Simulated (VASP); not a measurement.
# Os (Fm-3m) in VASP: further runs

Runs on Os. Level: PBEsol. Tasks: electric field gradients.

Program: VASP 6.6.1. These are calculated values, not measurements. Logs are shortened: lines on timing, memory, paths and dates and some standing lists are left out, and cuts for length are marked.

## Step 1: The cell of the first run

Symmetry: Fm-3m, No. 225, cubic system. The conventional cell has a = 3.811 Å, b = 3.811 Å, c = 3.811 Å, α = 90.00°, β = 90.00°, γ = 90.00°. Os (site symmetry m-3m) has 12 Os at 2.69 Å within 3.6 Å.

This isn't the form of Os at room conditions, which is hcp.

## Step 2: Electric field gradients, PBEsol (13.83 Å³/atom)

Contents of INCAR:

```
PREC = Accurate
ENCUT = 520
EDIFF = 1E-8
ISMEAR = -1
SIGMA = 0.05
LREAL = F
LASPH = T
NELM = 120
ALGO = Normal
ISIF = 2
LWAVE = F
LCHARG = F
GGA = PS
LEFG = T
NBANDS = 10
GGA_COMPAT = F
```

Contents of KPOINTS:

```
Automatic mesh
0
Gamma
  14 14 14
```

Contents of POSCAR:

```
Os
1.0
    0.0000000000      1.9052949814      1.9052949814
    1.9052949814      0.0000000000      1.9052949814
    1.9052949814      1.9052949814      0.0000000000
Os
1
Direct
    0.0000000000      0.0000000000      0.0000000000
```

Potentials or basis: VASP PAW PBE potentials, release 64 (Os).

Run with:

```sh
$ cat potpaw_PBE.64/Os/POTCAR > POTCAR
$ mpirun -np 1 vasp_std > vasp.out
```

OUTCAR:

```text
PREC = Accurate
   ENCUT = 520
   EDIFF = 1E-8
   ISMEAR = -1
   LREAL = F
   LASPH = T
   NELM = 120
   ISIF = 2
   GGA = PS

 ion  position               nearest neighbor table
   1  0.000  0.000  0.000-

  LATTYP: Found a face centered cubic cell.
 ALAT       =     3.8105899628

  Lattice vectors:

 A1 = (   0.0000000000,   1.9052949814,   1.9052949814)
 A2 = (   1.9052949814,   0.0000000000,   1.9052949814)
 A3 = (   1.9052949814,   1.9052949814,   0.0000000000)

Analysis of symmetry for initial positions (statically):
=====================================================================
 Subroutine PRICEL returns:
 Original cell was already a primitive cell.

 Routine SETGRP: Setting up the symmetry group for a
 face centered cubic supercell.

 Subroutine GETGRP returns: Found 48 space group operations
 (whereof 48 operations were pure point group operations)
 out of a pool of 48 trial point group operations.

The static configuration has the point symmetry O_h .

Analysis of symmetry for dynamics (positions and initial velocities):
=====================================================================
 Subroutine PRICEL returns:
 Original cell was already a primitive cell.

 Routine SETGRP: Setting up the symmetry group for a
 face centered cubic supercell.

 Subroutine GETGRP returns: Found 48 space group operations
 (whereof 48 operations were pure point group operations)
 out of a pool of 48 trial point group operations.

The dynamic configuration has the point symmetry O_h .

 Subroutine INISYM returns: Found 48 space group operations
 (whereof 48 operations are pure point group operations),
 and found     1 'primitive' translations

----------------------------------------------------------------------------------------

                                     Primitive cell

  volume of cell :      13.8330

  direct lattice vectors                    reciprocal lattice vectors
     0.000000000  1.905294981  1.905294981    -0.262426556  0.262426556  0.262426556
     1.905294981  0.000000000  1.905294981     0.262426556 -0.262426556  0.262426556
     1.905294981  1.905294981  0.000000000     0.262426556  0.262426556 -0.262426556

  length of vectors
     2.694494003  2.694494003  2.694494003     0.454536128  0.454536128  0.454536128

  position of ions in fractional coordinates (direct lattice)
     0.000000000  0.000000000  0.000000000

  ion indices of the primitive-cell ions
   primitive index   ion index
                 1           1

----------------------------------------------------------------------------------------

 KPOINTS: Automatic mesh

Automatic generation of k-mesh.
 Grid dimensions read from file:
 generate k-points for:   14   14   14

 Generating k-lattice:

  Cartesian coordinates                     Fractional coordinates (reciprocal lattice)
    -0.018744754  0.018744754  0.018744754     0.071428571  0.000000000  0.000000000
     0.018744754 -0.018744754  0.018744754     0.000000000  0.071428571  0.000000000
     0.018744754  0.018744754 -0.018744754     0.000000000  0.000000000  0.071428571

  Length of vectors
     0.032466866  0.032466866  0.032466866

  Shift w.r.t. Gamma in fractional coordinates (k-lattice)
     0.000000000  0.000000000  0.000000000

 Subroutine IBZKPT returns following result:
 ===========================================

 Found    104 irreducible k-points:

 Following reciprocal coordinates:
            Coordinates               Weight
  0.000000  0.000000  0.000000      1.000000
  0.071429  0.000000  0.000000      8.000000
  0.142857  0.000000  0.000000      8.000000
  0.214286  0.000000  0.000000      8.000000
  0.285714  0.000000  0.000000      8.000000
  0.357143  0.000000  0.000000      8.000000
[... 16 lines left out ...]
  0.214286  0.142857  0.000000     24.000000
  0.285714  0.142857  0.000000     24.000000
 [... further k-points ...]
   k-points           NKPTS =    104   k-points in BZ     NKDIM =    104   number of bands    NBANDS=     10
   number of dos      NEDOS =    301   number of ions     NIONS =      1
   total plane-waves  NPLWV =   8000
   dimension x,y,z NGX =    20 NGY =   20 NGZ =   20
   dimension x,y,z NGXF=    40 NGYF=   40 NGZF=   40
   ions per type =               1
   NGX,Y,Z   is equivalent  to a cutoff of  12.34, 12.34, 12.34 a.u.
   NGXF,Y,Z  is equivalent  to a cutoff of  24.68, 24.68, 24.68 a.u.
 SYSTEM =  unknown system
   PREC   = accura    normal or accurate (medium, high low for compatibility)
   ISTART =      0    job   : 0-new  1-cont  2-samecut
   ICHARG =      2    charge: 1-file 2-atom 10-const
   ISPIN  =      1    spin polarized calculation?
   LNONCOLLINEAR =      F non collinear calculations
   LSORBIT =      F    spin-orbit coupling
   LASPH  =      T    aspherical Exc in radial PAW
   ENCUT  =  520.0 eV  38.22 Ry    6.18 a.u.   5.01  5.01  5.01*2*pi/ulx,y,z
   NELM   =    120;   NELMIN=  2; NELMDL= -5     # of ELM steps
   EDIFF  = 0.1E-07   stopping-criterion for ELM
   LREAL  =      F    real-space projection
   EDIFFG = 0.1E-06   stopping-criterion for IOM
   NSW    =      0    number of steps for IOM
   IBRION =     -1    ionic relax: 0-MD 1-quasi-New 2-CG
   NFREE  =      0    steps in history (QN), initial steepest desc. (CG)
   ISIF   =      2    stress and relaxation
   ISYM   =      2    0-nonsym 1-usesym 2-fastsym
   POTIM  = 0.5000    time-step for ionic-motion
   TEBEG  =    0.0;   TEEND  =   0.0 temperature during run
   PSTRESS=    0.0 pullay stress
   NELECT =       8.0000    total number of electrons
   NUPDOWN=      -1.0000    fix difference up-down
   EMIN   =  10.00;   EMAX   =-10.00  energy-range for DOS
   EFERMI =   0.00;   METHOD = LEGACY
   ISMEAR =    -1;   SIGMA  =   0.05  broadening in eV -4-tet -1-fermi 0-gaus
   EFERMI_NEDOS =   21; number of points for ismear=-14 and -15
   IALGO  =     38    algorithm
   IMIX   =      4    mixing-type and parameters
     AMIX     =   0.40;   BMIX     =  1.00
     AMIX_MAG =   1.60;   BMIX_MAG =  1.00
  volume/ion in A,a.u.               =      13.83        93.35
  Fermi-wavevector in a.u.,A,eV,Ry     =   1.363953  2.577497 25.311825  1.860367
  Thomas-Fermi vector in A             =   2.490311
   LORBIT       =      0    0 simple, 1 ext, 2 COOP (PROOUT), +10 PAW based schemes
   GGA     = PS    functional components
   LHFCALC =     F    Hartree Fock is set to
   AEXX    =    0.0000 exact exchange contribution
   IVDW    =     0    specifies the selected vdW correction
   LEPSILON=     F    determine dielectric tensor
   LRPA    =     F    only Hartree local field effects (RPA)
 non-spin polarized calculation
  energy-cutoff  :      520.00
  volume of cell :       13.83
 maximum number of plane-waves:       388
   NGX =  9   NGY =  9   NGZ =  9

 number of electron       7.9999999 magnetization

 Free energy of the ion-electron system (eV)
  ---------------------------------------------------
  ext. energy  EPLUGINS =         0.00000000
  ---------------------------------------------------
  free energy    TOTEN  =       -12.09419418 eV

  energy without entropy =      -12.08422947  energy(sigma->0) =      -12.08921182

 E-fermi :   9.3066     XC(G=0): -14.2171

 val. band max:        9.2910292903   @ k =  -0.3571   0.3571   0.0000
 cond. band min:       9.3066336093   @ k =  -0.4286   0.3571   0.1429
 fundamental gap:      0.0156043190
 Fermi energy:         9.3066056843

 k-point     1 :       0.0000    0.0000    0.0000
  band No.  band energies     occupation
      1      -1.6213      2.00000
      2       6.2892      2.00000
      3       6.2892      2.00000
      4       6.2892      2.00000
      5       9.4115      0.21851
      6       9.4115      0.21851
      7      23.6232      0.00000
      8      29.4892      0.00000
      9      29.4892      0.00000
     10      29.4892      0.00000

 k-point     2 :       0.0714    0.0000    0.0000
  band No.  band energies     occupation
      1      -1.3794      2.00000
      2       6.1421      2.00000
      3       6.3992      2.00000
      4       6.3992      2.00000
      5       9.3312      0.75877
      6       9.3312      0.75877
      7      24.0754      0.00000
      8      28.3287      0.00000
      9      29.9213      0.00000
     10      29.9213      0.00000
[... 274 lines left out ...]
 k-point    24 :       0.2857    0.1429    0.0000
  band No.  band energies     occupation
      1       1.2782      2.00000
      2       4.6958      2.00000
      3       6.6376      2.00000
      4       7.5444      2.00000
      5       9.0479      1.98875
      6      10.5059      0.00000
      7      24.9994      0.00000
      8      28.1305      0.00000
      9      30.5619      0.00000
     10      31.1933      0.00000

 [... further k-points ...]

------------------------ aborting loop because EDIFF is reached ----------------------------------------

  FORCE on cell =-STRESS in cart. coord.  units (eV):
  Direction    XX          YY          ZZ          XY          YZ          ZX
  --------------------------------------------------------------------------------------
  -------------------------------------------------------------------------------------
  Total        0.3743769      0.3743769      0.3743769     -0.0000000     -0.0000000      0.0000000
  in kB       43.3613676     43.3613676     43.3613676     -0.0000000     -0.0000000      0.0000000
  external PRESSURE =      43.3613676 kB  Pullay stress =       0.0000000 kB

 VOLUME and BASIS-vectors are now :
 -----------------------------------------------------------------------------
  energy-cutoff  :      520.00
  volume of cell :       13.83
      direct lattice vectors                 reciprocal lattice vectors
     0.000000000  1.905294981  1.905294981    -0.262426556  0.262426556  0.262426556
     1.905294981  0.000000000  1.905294981     0.262426556 -0.262426556  0.262426556
     1.905294981  1.905294981  0.000000000     0.262426556  0.262426556 -0.262426556

 POSITION                                       TOTAL-FORCE (eV/Angst)
 -----------------------------------------------------------------------------------
      0.00000      0.00000      0.00000         0.000000     -0.000000     -0.000000
 -----------------------------------------------------------------------------------
    total drift:                                0.000000      0.000000     -0.000000

  FREE ENERGIE OF THE ION-ELECTRON SYSTEM (eV)
  ---------------------------------------------------
  free  energy   TOTEN  =       -12.0941941759 eV

  energy  without entropy=      -12.0842294733  energy(sigma->0) =      -12.08921182

 Electric field gradients (V/A^2)
---------------------------------------------------------------------
 ion       V_xx      V_yy      V_zz      V_xy      V_xz      V_yz
---------------------------------------------------------------------
   1       0.000     0.000    -0.000    -0.000    -0.000    -0.000
---------------------------------------------------------------------

 Electric field gradients after diagonalization (V/A^2)
 (convention: |V_zz| > |V_xx| > |V_yy|)
----------------------------------------------------------------------
 ion       V_xx      V_yy      V_zz     asymmetry (V_yy - V_xx)/ V_zz
----------------------------------------------------------------------
   1       0.000     0.000    -0.000       0.000
----------------------------------------------------------------------

           NMR quadrupolar parameters

 Cq : quadrupolar parameter    Cq=e*Q*V_zz/h
 eta: asymmetry parameters     (V_yy - V_xx)/ V_zz
 Q  : nuclear electric quadrupole moment in mb (millibarn)
----------------------------------------------------------------------
 ion       Cq(MHz)       eta       Q (mb)
----------------------------------------------------------------------
   1      -0.000       0.000       1.000
----------------------------------------------------------------------
```

Run time: 13 s. Hardware: 1 thread of Intel Xeon Platinum 8259CL at 2.50GHz (Skylake/Cascade Lake), shared host; peak memory 0.13 GiB.

What came out:

| Quantity | Value |
| --- | --- |
| Free energy | -12.0942 eV |
| Pressure | 4.3 GPa |
| Band gap on the k mesh | zero (bands 4 and 5 overlap by 3.86 eV) |
| Largest electric field gradient by atom | under 0.05 V/Å² on every atom |

Caveat: the cell stands under pressure; the PAW data sets were made with another functional, which shifts forces and pressure a little; spin-orbit coupling is left out, which moves the levels of the heavy elements.

## Step 3: Electric field gradients, PBEsol (13.83 Å³/atom)

Contents of INCAR:

```
SYSTEM = Os
  ALGO = Normal
  EDIFF = 1E-8
  ENCUT = 520
  GGA = PS
  GGA_COMPAT = .FALSE.
  ISIF = 2
  ISMEAR = -1
  LASPH = .TRUE.
  LCHARG = .FALSE.
  LEFG = .TRUE.
  LREAL = .FALSE.
  LWAVE = .FALSE.
  NBANDS = 10
  NELM = 120
  PREC = Accurate
  SIGMA = 0.05
```

Contents of KPOINTS:

```
k-points
0
G
  14 14 14
  0 0 0
```

POSCAR is that of step 2.

Potentials or basis: VASP PAW PBE potentials, release 64 (Os).

Run with:

```sh
$ cat potpaw_PBE.64/Os/POTCAR > POTCAR
$ mpirun -np 1 vasp_std > vasp.out
```

OUTCAR:

```text
SYSTEM = Os
   EDIFF = 1E-8
   ENCUT = 520
   GGA = PS
   ISIF = 2
   ISMEAR = -1
   LASPH = .TRUE.
   LREAL = .FALSE.
   NELM = 120
   PREC = Accurate

 ion  position               nearest neighbor table
   1  0.000  0.000  0.000-

  LATTYP: Found a face centered cubic cell.
 ALAT       =     3.8105899628

  Lattice vectors:

 A1 = (   0.0000000000,   1.9052949814,   1.9052949814)
 A2 = (   1.9052949814,   0.0000000000,   1.9052949814)
 A3 = (   1.9052949814,   1.9052949814,   0.0000000000)

Analysis of symmetry for initial positions (statically):
=====================================================================
 Subroutine PRICEL returns:
 Original cell was already a primitive cell.

 Routine SETGRP: Setting up the symmetry group for a
 face centered cubic supercell.

[... 492 lines left out ...]
  external PRESSURE =      43.3613676 kB  Pullay stress =       0.0000000 kB

 VOLUME and BASIS-vectors are now :
 -----------------------------------------------------------------------------
  energy-cutoff  :      520.00
  volume of cell :       13.83
      direct lattice vectors                 reciprocal lattice vectors
     0.000000000  1.905294981  1.905294981    -0.262426556  0.262426556  0.262426556
     1.905294981  0.000000000  1.905294981     0.262426556 -0.262426556  0.262426556
     1.905294981  1.905294981  0.000000000     0.262426556  0.262426556 -0.262426556

 POSITION                                       TOTAL-FORCE (eV/Angst)
 -----------------------------------------------------------------------------------
      0.00000      0.00000      0.00000         0.000000     -0.000000     -0.000000
 -----------------------------------------------------------------------------------
    total drift:                                0.000000      0.000000     -0.000000

  FREE ENERGIE OF THE ION-ELECTRON SYSTEM (eV)
  ---------------------------------------------------
  free  energy   TOTEN  =       -12.0941941759 eV

  energy  without entropy=      -12.0842294733  energy(sigma->0) =      -12.08921182

 Electric field gradients (V/A^2)
---------------------------------------------------------------------
 ion       V_xx      V_yy      V_zz      V_xy      V_xz      V_yz
---------------------------------------------------------------------
   1       0.000     0.000    -0.000    -0.000    -0.000    -0.000
---------------------------------------------------------------------

 Electric field gradients after diagonalization (V/A^2)
 (convention: |V_zz| > |V_xx| > |V_yy|)
----------------------------------------------------------------------
 ion       V_xx      V_yy      V_zz     asymmetry (V_yy - V_xx)/ V_zz
----------------------------------------------------------------------
   1       0.000     0.000    -0.000       0.000
----------------------------------------------------------------------

           NMR quadrupolar parameters

 Cq : quadrupolar parameter    Cq=e*Q*V_zz/h
 eta: asymmetry parameters     (V_yy - V_xx)/ V_zz
 Q  : nuclear electric quadrupole moment in mb (millibarn)
----------------------------------------------------------------------
 ion       Cq(MHz)       eta       Q (mb)
----------------------------------------------------------------------
   1      -0.000       0.000       1.000
----------------------------------------------------------------------
```

stdout:

```text
POSCAR found type information on POSCAR Os
 POSCAR found :  1 types and       1 ions
 scaLAPACK will be used
 -----------------------------------------------------------------------------
|                                                                             |
|                                                                             |
|     You enforced a specific xc type in the INCAR file but a different       |
|     I HOPE YOU KNOW WHAT YOU ARE DOING!                                     |
|                                                                             |
 -----------------------------------------------------------------------------

 LDA part: xc-table for (Slater+PW92), standard interpolation
 POSCAR, INCAR and KPOINTS ok, starting setup
 FFT: planning ... GRIDC
 FFT: planning ... GRID_SOFT
 FFT: planning ... GRID
 WAVECAR not read
 entering main loop
ion   1
```

Wall time 12 s (1 thread of Intel Xeon Platinum 8259CL at 2.50GHz (Skylake/Cascade Lake), shared host); peak memory 0.13 GiB.

What came out:

- Free energy: -12.0942 eV
- Pressure: 4.3 GPa
- Band gap on the k mesh: zero (bands 4 and 5 overlap by 3.86 eV)
- Largest electric field gradient by atom: under 0.05 V/Å² on every atom

Caveat: the cell stands under pressure; the PAW data sets were made with another functional, which shifts forces and pressure a little; spin-orbit coupling is left out, which moves the levels of the heavy elements.
